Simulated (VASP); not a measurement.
# Al (P6_3/mmc) in VASP: notebook, part 2 of 3

VASP 6.6.1. Earlier steps stand in the parts before.

## 3. Single point, PBEsol (strain +0.050 along x and y, +0.050 along z)

Contents of INCAR:

```
SYSTEM = Al
ALGO = Fast
EDIFF = 1E-6
ENCUT = 520
GGA = PS
ISIF = 2
ISMEAR = 0
LASPH = .TRUE.
LCHARG = .FALSE.
LREAL = .FALSE.
LWAVE = .FALSE.
NBANDS = 10
NELM = 100
PREC = Accurate
SIGMA = 0.15
```

Contents of KPOINTS:

```
k-points
0
G
  24 24 14
  0 0 0
```

Contents of POSCAR:

```
Al
1.0
    2.9925736898      0.0000000000      0.0000000000
   -1.4962868449      2.5916448380      0.0000000000
    0.0000000000      0.0000000000      4.8691820937
Al
2
Direct
    0.6666666667      0.3333333333      0.7500000000
    0.3333333333      0.6666666667      0.2500000000
```

Potentials or basis: VASP PAW PBE potentials, release 64 (Al).

Run with:

```console
cat potpaw_PBE.64/Al/POTCAR > POTCAR
mpirun -np 1 vasp_std > vasp.out
```

OUTCAR:

```text
SYSTEM = Al
   EDIFF = 1E-6
   ENCUT = 520
   GGA = PS
   ISIF = 2
   ISMEAR = 0
   LASPH = .TRUE.
   LREAL = .FALSE.
   NELM = 100
   PREC = Accurate

 ion  position               nearest neighbor table
   1  0.667  0.333  0.750-   2 2.99   2 2.99   2 2.99   2 2.99   2 2.99   2 2.99
   2  0.333  0.667  0.250-   1 2.99   1 2.99   1 2.99   1 2.99   1 2.99   1 2.99

  LATTYP: Found a hexagonal cell.
 ALAT       =     2.9925736898
 C/A-ratio  =     1.6270884524

  Lattice vectors:

 A1 = (   2.9925736898,   0.0000000000,   0.0000000000)
 A2 = (  -1.4962868449,   2.5916448380,   0.0000000000)
 A3 = (   0.0000000000,   0.0000000000,   4.8691820937)

Analysis of symmetry for initial positions (statically):
=====================================================================
 Subroutine PRICEL returns:
 Original cell was already a primitive cell.

 Routine SETGRP: Setting up the symmetry group for a
 hexagonal supercell.

 Subroutine GETGRP returns: Found 24 space group operations
 (whereof 12 operations were pure point group operations)
 out of a pool of 24 trial point group operations.

The static configuration has the point symmetry D_3d.
 The point group associated with its full space group is D_6h.

Analysis of symmetry for dynamics (positions and initial velocities):
=====================================================================
 Subroutine PRICEL returns:
 Original cell was already a primitive cell.

 Routine SETGRP: Setting up the symmetry group for a
 hexagonal supercell.

 Subroutine GETGRP returns: Found 24 space group operations
 (whereof 12 operations were pure point group operations)
 out of a pool of 24 trial point group operations.

The dynamic configuration has the point symmetry D_3d.
 The point group associated with its full space group is D_6h.

 Subroutine INISYM returns: Found 24 space group operations
 (whereof 12 operations are pure point group operations),
 and found     1 'primitive' translations

----------------------------------------------------------------------------------------

                                     Primitive cell

  volume of cell :      37.7639

  direct lattice vectors                    reciprocal lattice vectors
     2.992573690  0.000000000  0.000000000     0.334160527  0.192927670  0.000000000
    -1.496286845  2.591644838  0.000000000     0.000000000  0.385855340  0.000000000
     0.000000000  0.000000000  4.869182094     0.000000000  0.000000000  0.205373301

  length of vectors
     2.992573690  2.992573690  4.869182094     0.385855340  0.385855340  0.205373301

  position of ions in fractional coordinates (direct lattice)
     0.666666667  0.333333333  0.750000000
     0.333333333  0.666666667  0.250000000

  ion indices of the primitive-cell ions
   primitive index   ion index
                 1           1
                 2           2

----------------------------------------------------------------------------------------

 KPOINTS: k-points

Automatic generation of k-mesh.
 Grid dimensions read from file:
 generate k-points for:   24   24   14

 Generating k-lattice:

  Cartesian coordinates                     Fractional coordinates (reciprocal lattice)
     0.013923355  0.008038653  0.000000000     0.041666667  0.000000000  0.000000000
     0.000000000  0.016077306  0.000000000     0.000000000  0.041666667  0.000000000
     0.000000000  0.000000000  0.014669522     0.000000000  0.000000000  0.071428571

  Length of vectors
     0.016077306  0.016077306  0.014669522

  Shift w.r.t. Gamma in fractional coordinates (k-lattice)
     0.000000000  0.000000000  0.000000000

 Subroutine IBZKPT returns following result:
 ===========================================

 Found    488 irreducible k-points:

 Following reciprocal coordinates:
            Coordinates               Weight
  0.000000  0.000000  0.000000      1.000000
  0.041667  0.000000  0.000000      6.000000
  0.083333  0.000000  0.000000      6.000000
  0.125000  0.000000  0.000000      6.000000
  0.166667  0.000000  0.000000      6.000000
  0.208333 -0.000000  0.000000      6.000000
[... 16 lines left out ...]
  0.416667  0.041667  0.000000     12.000000
  0.458333  0.041667  0.000000     12.000000
 [... further k-points ...]
   k-points           NKPTS =    488   k-points in BZ     NKDIM =    488   number of bands    NBANDS=     10
   number of dos      NEDOS =    301   number of ions     NIONS =      2
   total plane-waves  NPLWV =  20736
   dimension x,y,z NGX =    24 NGY =   24 NGZ =   36
   dimension x,y,z NGXF=    48 NGYF=   48 NGZF=   72
   ions per type =               2
   NGX,Y,Z   is equivalent  to a cutoff of  13.33, 13.33, 12.29 a.u.
   NGXF,Y,Z  is equivalent  to a cutoff of  26.67, 26.67, 24.58 a.u.
 SYSTEM =  Al
   PREC   = accura    normal or accurate (medium, high low for compatibility)
   ISTART =      0    job   : 0-new  1-cont  2-samecut
   ICHARG =      2    charge: 1-file 2-atom 10-const
   ISPIN  =      1    spin polarized calculation?
   LNONCOLLINEAR =      F non collinear calculations
   LSORBIT =      F    spin-orbit coupling
   LASPH  =      T    aspherical Exc in radial PAW
   ENCUT  =  520.0 eV  38.22 Ry    6.18 a.u.   5.56  5.56  9.05*2*pi/ulx,y,z
   NELM   =    100;   NELMIN=  2; NELMDL= -5     # of ELM steps
   EDIFF  = 0.1E-05   stopping-criterion for ELM
   LREAL  =      F    real-space projection
[... 7 lines left out ...]
   TEBEG  =    0.0;   TEEND  =   0.0 temperature during run
   PSTRESS=    0.0 pullay stress
   NELECT =       6.0000    total number of electrons
   NUPDOWN=      -1.0000    fix difference up-down
   EMIN   =  10.00;   EMAX   =-10.00  energy-range for DOS
   EFERMI =   0.00;   METHOD = LEGACY
   ISMEAR =     0;   SIGMA  =   0.15  broadening in eV -4-tet -1-fermi 0-gaus
   EFERMI_NEDOS =   21; number of points for ismear=-14 and -15
   IALGO  =     68    algorithm
   IMIX   =      4    mixing-type and parameters
     AMIX     =   0.40;   BMIX     =  1.00
     AMIX_MAG =   1.60;   BMIX_MAG =  1.00
  volume/ion in A,a.u.               =      18.88       127.42
  Fermi-wavevector in a.u.,A,eV,Ry     =   0.886679  1.675581 10.696898  0.786200
  Thomas-Fermi vector in A             =   2.007877
   LORBIT       =      0    0 simple, 1 ext, 2 COOP (PROOUT), +10 PAW based schemes
   GGA     = PS    functional components
   LHFCALC =     F    Hartree Fock is set to
   AEXX    =    0.0000 exact exchange contribution
   IVDW    =     0    specifies the selected vdW correction
   LEPSILON=     F    determine dielectric tensor
   LRPA    =     F    only Hartree local field effects (RPA)
 non-spin polarized calculation
 RMM-DIIS sequential band-by-band and
 Gauss-broadening in eV      SIGMA  =   0.15
  energy-cutoff  :      520.00
  volume of cell :       37.76
 maximum number of plane-waves:      1044
 NGX is ok and might be reduce to    24
   NGX = 11   NGY = 11   NGZ = 19

 number of electron       6.0000000 magnetization

 Free energy of the ion-electron system (eV)
  ---------------------------------------------------
  ext. energy  EPLUGINS =         0.00000000
  ---------------------------------------------------
  free energy    TOTEN  =        -7.97166450 eV

  energy without entropy =       -7.96169822  energy(sigma->0) =       -7.96668136

 E-fermi :   6.5968     XC(G=0):  -9.7765

 val. band max:        6.5937370765   @ k =   0.4167   0.0417   0.0000
 cond. band min:       6.6015569801   @ k =   0.2500   0.0000   0.2143
 fundamental gap:      0.0078199036
 Fermi energy:         6.5968392357

 k-point     1 :       0.0000    0.0000    0.0000
  band No.  band energies     occupation
      1      -3.6182      2.00000
      2       2.4514      2.00000
      3       2.5636      2.00000
      4      16.0235      0.00000
      5      16.0235      0.00000
      6      16.7773      0.00000
      7      16.7773      0.00000
      8      18.0793      0.00000
      9      19.2499      0.00000
     10      19.2929      0.00000

 k-point     2 :       0.0417    0.0000    0.0000
  band No.  band energies     occupation
      1      -3.5800      2.00000
      2       2.4893      2.00000
      3       2.5993      2.00000
      4      15.2022      0.00000
      5      15.5463      0.00000
      6      16.7158      0.00000
      7      17.3190      0.00000
      8      18.4757      0.00000
      9      19.2499      0.00000
     10      19.8252      0.00000
[... 274 lines left out ...]
 k-point    24 :       0.4583    0.0417    0.0000
  band No.  band energies     occupation
      1       1.3560      2.00000
      2       2.3110      2.00000
      3       7.1194      0.00000
      4       7.3387      0.00000
      5       8.2943      0.00000
      6       8.4542      0.00000
      7      10.9149      0.00000
      8      13.8467      0.00000
      9      16.2026      0.00000
     10      16.8013      0.00000

 [... further k-points ...]
[... 5 lines left out ...]
  --------------------------------------------------------------------------------------
  -------------------------------------------------------------------------------------
  Total       -2.0002486     -2.0002486     -1.8281532      0.0000000      0.0000000      0.0000000
  in kB      -84.8629659    -84.8629659    -77.5616083      0.0000000      0.0000000      0.0000000
  external PRESSURE =     -82.4291800 kB  Pullay stress =       0.0000000 kB

 VOLUME and BASIS-vectors are now :
 -----------------------------------------------------------------------------
  energy-cutoff  :      520.00
  volume of cell :       37.76
      direct lattice vectors                 reciprocal lattice vectors
     2.992573690  0.000000000  0.000000000     0.334160527  0.192927670  0.000000000
    -1.496286845  2.591644838  0.000000000     0.000000000  0.385855340  0.000000000
     0.000000000  0.000000000  4.869182094     0.000000000  0.000000000  0.205373301

 POSITION                                       TOTAL-FORCE (eV/Angst)
 -----------------------------------------------------------------------------------
      1.49629      0.86388      3.65189        -0.000000     -0.000000      0.000000
     -0.00000      1.72776      1.21730         0.000000      0.000000      0.000000
 -----------------------------------------------------------------------------------
    total drift:                                0.000000     -0.000000     -0.000000

  FREE ENERGIE OF THE ION-ELECTRON SYSTEM (eV)
  ---------------------------------------------------
  free  energy   TOTEN  =        -7.9716644977 eV

  energy  without entropy=       -7.9616982187  energy(sigma->0) =       -7.96668136
```

OSZICAR:

```text
N       E                     dE             d eps       ncg     rms          rms(c)
DAV:   1    -0.105794982011E+01   -0.10579E+01   -0.22574E+03  9760   0.466E+02
DAV:   2    -0.786840559264E+01   -0.68105E+01   -0.65403E+01 12878   0.516E+01
DAV:   3    -0.802646968096E+01   -0.15806E+00   -0.15542E+00 12748   0.639E+00
DAV:   4    -0.802719376586E+01   -0.72408E-03   -0.72399E-03 11940   0.494E-01
DAV:   5    -0.802719998757E+01   -0.62217E-05   -0.62209E-05 11730   0.466E-02    0.164E+00
RMM:   6    -0.799371142207E+01    0.33489E-01   -0.47362E-03  9877   0.356E-01    0.947E-01
RMM:   7    -0.797171297731E+01    0.21998E-01   -0.12483E-02 10286   0.569E-01    0.147E-01
RMM:   8    -0.797165780023E+01    0.55177E-04   -0.34720E-04 10872   0.121E-01    0.224E-02
RMM:   9    -0.797166356103E+01   -0.57608E-05   -0.58177E-05 11324   0.518E-02    0.209E-02
RMM:  10    -0.797166449770E+01   -0.93666E-06   -0.86118E-06 11451   0.208E-02
   1 F= -.79716645E+01 E0= -.79666814E+01  d E =-.996628E-02
```

stdout:

```text
POSCAR found type information on POSCAR Al
 POSCAR found :  1 types and       2 ions
 scaLAPACK will be used
 -----------------------------------------------------------------------------
|                                                                             |
|                                                                             |
|     You enforced a specific xc type in the INCAR file but a different       |
|     I HOPE YOU KNOW WHAT YOU ARE DOING!                                     |
|                                                                             |
 -----------------------------------------------------------------------------

 LDA part: xc-table for (Slater+PW92), standard interpolation
 POSCAR, INCAR and KPOINTS ok, starting setup
 FFT: planning ... GRIDC
 FFT: planning ... GRID_SOFT
 FFT: planning ... GRID
 WAVECAR not read
 entering main loop
```

It took 2.6 min on 1 thread of AMD EPYC 7R43 (Zen 3), shared host; peak memory 0.22 GiB.

What came out:

```yaml
Free_energy: -7.9717 eV
Pressure: -8.2 GPa
Band_gap_on_the_k_mesh: zero (bands 3 and 4 overlap by 7.05 eV)
```

Caveat: the cell differs from its parent crystal (strain +0.050 along x and y, +0.050 along z); the cell stands under tension; the PAW data sets were made with another functional, which shifts forces and pressure a little.

## 4. Single point, PBEsol (strain -0.050 along x and y, -0.050 along z)

Contents of INCAR:

```
PREC = Accurate ; ENCUT = 520
EDIFF = 1E-6 ; ISMEAR = 0
SIGMA = 0.15 ; LREAL = F
LASPH = T ; NELM = 100
ALGO = Fast ; ISIF = 2
LWAVE = F ; LCHARG = T
GGA = PS ; LELF = T
LVHAR = T ; NBANDS = 10
```

Contents of KPOINTS:

```
regular mesh
0
Gamma
  24 24 14
```

Contents of POSCAR:

```
Al
1.0
    2.7075666717      0.0000000000      0.0000000000
   -1.3537833358      2.3448215201      0.0000000000
    0.0000000000      0.0000000000      4.4054504657
Al
2
Direct
    0.6666666667      0.3333333333      0.7500000000
    0.3333333333      0.6666666667      0.2500000000
```

Potentials or basis: VASP PAW PBE potentials, release 64 (Al).

Run with:

```console
cat potpaw_PBE.64/Al/POTCAR > POTCAR
mpirun -np 1 vasp_std > vasp.out
```

OUTCAR:

```text
PREC = Accurate
   ENCUT = 520
   EDIFF = 1E-6
   ISMEAR = 0
   LREAL = F
   LASPH = T
   NELM = 100
   ISIF = 2
   GGA = PS

 ion  position               nearest neighbor table
   1  0.667  0.333  0.750-   2 2.70   2 2.70   2 2.70   2 2.70   2 2.70   2 2.70
   2  0.333  0.667  0.250-   1 2.70   1 2.70   1 2.70   1 2.70   1 2.70   1 2.70

  LATTYP: Found a hexagonal cell.
 ALAT       =     2.7075666717
 C/A-ratio  =     1.6270884524

  Lattice vectors:

 A1 = (   2.7075666717,   0.0000000000,   0.0000000000)
 A2 = (  -1.3537833358,   2.3448215201,   0.0000000000)
 A3 = (   0.0000000000,   0.0000000000,   4.4054504657)

Analysis of symmetry for initial positions (statically):
=====================================================================
 Subroutine PRICEL returns:
 Original cell was already a primitive cell.

 Routine SETGRP: Setting up the symmetry group for a
 hexagonal supercell.

 Subroutine GETGRP returns: Found 24 space group operations
 (whereof 12 operations were pure point group operations)
 out of a pool of 24 trial point group operations.

The static configuration has the point symmetry D_3d.
[... 164 lines left out ...]
 E-fermi :   9.8008     XC(G=0): -10.8773

 val. band max:        9.7972903709   @ k =   0.2083   0.0833   0.2143
 cond. band min:       9.8067825289   @ k =   0.4167   0.0833   0.0000
 fundamental gap:      0.0094921579
 Fermi energy:         9.8007812391

 k-point     1 :       0.0000    0.0000    0.0000
  band No.  band energies     occupation
      1      -2.5400      2.00000
      2       4.5395      2.00000
      3       5.2103      2.00000
      4      21.6315      0.00000
      5      21.6315      0.00000
      6      21.7008      0.00000
      7      21.7008      0.00000
      8      22.7833      0.00000
      9      25.4815      0.00000
     10      26.4866      0.00000
[... 287 lines left out ...]
 k-point    24 :       0.4583    0.0417    0.0000
  band No.  band energies     occupation
      1       3.4989      2.00000
      2       4.5451      2.00000
      3      10.1494      0.00101
      4      11.0653      0.00000
      5      11.3787      0.00000
      6      12.1379      0.00000
      7      15.5973      0.00000
      8      19.0703      0.00000
      9      21.3520      0.00000
     10      22.3700      0.00000

 [... further k-points ...]
[... 5 lines left out ...]
  --------------------------------------------------------------------------------------
  -------------------------------------------------------------------------------------
  Total        2.8945164      2.8945164      3.1757157      0.0000000     -0.0000000      0.0000000
  in kB      165.8087043    165.8087043    181.9168518      0.0000000     -0.0000000      0.0000000
  external PRESSURE =     171.1780868 kB  Pullay stress =       0.0000000 kB

 VOLUME and BASIS-vectors are now :
 -----------------------------------------------------------------------------
  energy-cutoff  :      520.00
  volume of cell :       27.97
      direct lattice vectors                 reciprocal lattice vectors
     2.707566672  0.000000000  0.000000000     0.369335319  0.213235846  0.000000000
    -1.353783336  2.344821520  0.000000000     0.000000000  0.426471692  0.000000000
     0.000000000  0.000000000  4.405450466     0.000000000  0.000000000  0.226991543

 POSITION                                       TOTAL-FORCE (eV/Angst)
 -----------------------------------------------------------------------------------
      1.35378      0.78161      3.30409         0.000000      0.000000      0.000000
     -0.00000      1.56321      1.10136        -0.000000     -0.000000      0.000000
 -----------------------------------------------------------------------------------
    total drift:                               -0.000000      0.000000     -0.000000

  FREE ENERGIE OF THE ION-ELECTRON SYSTEM (eV)
  ---------------------------------------------------
  free  energy   TOTEN  =        -7.9030687786 eV

  energy  without entropy=       -7.8939671255  energy(sigma->0) =       -7.89851795
```

It took 2.3 min on 1 thread of AMD EPYC 7R43 (Zen 3), shared host; peak memory 0.19 GiB.

What came out:

```yaml
Free_energy: -7.9031 eV
Pressure: 17.1 GPa
Band_gap_on_the_k_mesh: zero (bands 3 and 4 overlap by 8.05 eV)
```

Stress tensor (GPa, compression positive):
```
16.58  0.00  0.00
 0.00 16.58  0.00
 0.00  0.00 18.19
```

Levels at points of the mesh, in eV from the Fermi level:
| k point | band 1 | band 2 | band 3 | band 4 | band 5 | band 6 | band 7 |
| --- | --- | --- | --- | --- | --- | --- | --- |
| (0.00, 0.00, 0.00) | -12.34 | -5.26 | -4.59 | 11.83 | 11.83 | 11.90 | 11.90 |
| (0.50, 0.00, 0.00) | -5.83 | -5.81 | 0.59 | 1.25 | 1.48 | 2.13 | 6.35 |
| (0.00, 0.00, 0.50) | -10.45 | -10.45 | 3.84 | 3.84 | 12.74 | 12.74 | 12.74 |
| (0.50, 0.00, 0.50) | -4.48 | -4.48 | -3.44 | -3.44 | 7.92 | 7.92 | 7.93 |

Caveat: the cell differs from its parent crystal (strain -0.050 along x and y, -0.050 along z); the cell stands under pressure; the PAW data sets were made with another functional, which shifts forces and pressure a little.

[end of part 2 of 3]
